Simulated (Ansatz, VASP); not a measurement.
BeTe: VASP beside Ansatz

INCAR

```
  PREC = Accurate
  ENCUT = 520
  EDIFF = 1E-6
  ISMEAR = 0
  SIGMA = 0.027000000000000003
  LREAL = False
  LASPH = True
  NELM = 60
  ALGO = Normal
  ISIF = 2
  LWAVE = False
  LCHARG = False
  GGA = PE
  NBANDS = 11
```

Contents of KPOINTS:

```
regular mesh
0
Gamma
  8 8 8
```

File POSCAR:

```
BeTe
1.0
    0.0000000000      2.7700000000      2.7700000000
    2.7700000000      0.0000000000      2.7700000000
    2.7700000000      2.7700000000      0.0000000000
Te Be
1 1
Direct
    0.7500000000      0.7500000000      0.7500000000
    0.0000000000      0.0000000000      0.0000000000
```

Contents of input.yaml:

```yaml
crystal:
  lattice:
    - [0.0, 2.77, 2.77]
    - [2.77, 0.0, 2.77]
    - [2.77, 2.77, 0.0]
  atoms:
    - { symbol: Te, position: [0.75, 0.75, 0.75] }
    - { symbol: Be, position: [0.0, 0.0, 0.0] }
kpoints:
  mp_grid: { grid: [8, 8, 8] }
scf:
  occupations: { method: gaussian, width: 0.027 }
hamiltonian:
  xc: pbe
  pseudopotentials: { kind: all_electron, lapw: { basis_error: 0.001 } }
output:
  forces: true
  stress: true
  eigenvalues: true
```

Alike in both runs: task single point; functional PBE; k mesh 8 × 8 × 8; occupations gaussian, width 0.027 eV; no spin polarisation.

|  | VASP | Ansatz |
| --- | --- | --- |
| version | VASP 6.6.1 | Ansatz 0.2.0 |
| potentials or method | VASP PAW PBE potentials, release 64 (Te, Be), cutoff 520 eV | all-electron LAPW, scalar-relativistic |

Ansatz gave:

- gap on the k mesh at the Fermi level (eV): 1.86
- least direct gap on the mesh (eV): 3.59
- pressure (GPa): 4.3

Task: Estimate VASP's values.

Result: gap on the k mesh at the Fermi level (eV): 1.85; least direct gap on the mesh (eV): 3.56; pressure (GPa): 4.5.

Ansatz ran all-electron here, and VASP with PAW potentials.

Neither program's run includes spin-orbit coupling.
